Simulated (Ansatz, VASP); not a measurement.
## AlN: VASP beside Ansatz

INCAR

```
PREC     = Accurate       # precision mode
ENCUT    = 520            # plane-wave cutoff, eV
EDIFF    = 1E-8           # SCF threshold, eV
ISMEAR   = -1             # smearing method
SIGMA    = 0.02           # smearing width, eV
LREAL    = False          # projectors in reciprocal space
LASPH    = True           # aspherical terms in the spheres
NELM     = 60             # most SCF steps
ALGO     = Normal         # electronic algorithm
ISIF     = 2              # what is computed and relaxed
LWAVE    = False          # write WAVECAR
LCHARG   = False          # write CHGCAR
GGA      = PE             # functional
LEFG     = True         
NBANDS   = 11             # bands
```

KPOINTS

```
regular mesh
0
Gamma
  10 10 10
```

POSCAR

```
AlN
1.0
   -0.0197800000      1.9681100000      1.9681100000
    1.9681100000     -0.0197800000      1.9681100000
    1.9681100000      1.9681100000     -0.0197800000
Al N
1 1
Direct
    0.0000000000      0.0000000000      0.0000000000
    0.5000000000      0.5000000000      0.5000000000
```

Input for Ansatz:

```yaml
crystal:
  lattice:
    - [-0.01978, 1.96811, 1.96811]
    - [1.96811, -0.01978, 1.96811]
    - [1.96811, 1.96811, -0.01978]
  atoms:
    - { symbol: Al, position: [0.0, 0.0, 0.0] }
    - { symbol: "N", position: [0.5, 0.5, 0.5] }
kpoints:
  mp_grid: { grid: [10, 10, 10] }
scf:
  occupations: { method: fermi_dirac, width: 0.02 }
hamiltonian:
  xc: pbe
  pseudopotentials: { kind: paw }
output:
  forces: true
  stress: true
  eigenvalues: true
  efg: { contact_densities: true }
  write_density: true
  write_potential: true
  elf: true
  volumetric_format: npy
```

Change from the starting cell: equal xy, yz and zx shear strains of -1 %, PAW files.

Alike in both runs: task electric field gradients; functional PBE; k mesh 10 × 10 × 10; occupations fermi-dirac, width 0.02 eV; no spin polarisation.

|  | VASP | Ansatz |
| --- | --- | --- |
| version | VASP 6.6.1 | Ansatz 0.2.0 |
| potentials or method | VASP PAW PBE potentials, release 64 (Al, N) | PAW with Ansatz's default frozen-core files, scalar-relativistic |
| plane-wave cutoff (eV) | 520 | 420 |
| valence electrons in the cell | 8 | 8 |

|  | VASP | Ansatz | Ansatz less VASP |
| --- | --- | --- | --- |
| gap on the k mesh at the Fermi level (eV) | 4.90 | 4.90 | 0.000 |
| pressure (GPa) | 25.3 | 25.6 | +0.33 |
| traceless stress, the component that is largest in VASP (GPa) | 3.39 | 3.39 | -0.003 |
| size of Vzz on the site where it differs most (V/Å²) | 0.3 | 0.7 | +0.40 |

With one functional, cell and mesh, what is left measures potentials, basis and numerics.
